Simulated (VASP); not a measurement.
Crystal: CdSiN2.

```xyz
4
Lattice="2.9138 0.0000 0.0000 0.0000 2.9138 0.0000 0.0000 0.0000 4.9079" Properties=species:S:1:pos:R:3 pbc="T T T"
Cd    0.0000    0.0000    0.0000
N     0.0000    1.4569    1.5542
N     1.4569    0.0000    3.3537
Si    1.4569    1.4569    2.4539
```

This cell differs from its parent crystal: strain -4.0%.

Program: VASP 6.6.1. Alike in all runs: task single point; potentials or basis VASP PAW PBE potentials, release 64 (Cd, N, Si); no spin polarisation; cell as given; cutoff (eV) 520.

Task: Order these runs on this cell by their pressure, lowest first.
A. level HSE06; k mesh 6 × 6 × 4; smearing gaussian 0.01 eV; grid for exact exchange (PRECFOCK) Normal; screening parameter 0.2079 1/Å
B. level r2SCAN; k mesh 8 × 8 × 6; smearing gaussian 0.01 eV
C. level PBE; k mesh 8 × 8 × 6; smearing fermi-dirac 0.02 eV

Result: A (30.9 GPa), B (32.5 GPa), C (36.7 GPa).

Caveats: the PAW data sets were made with another functional, which shifts forces and pressure a little (some runs).
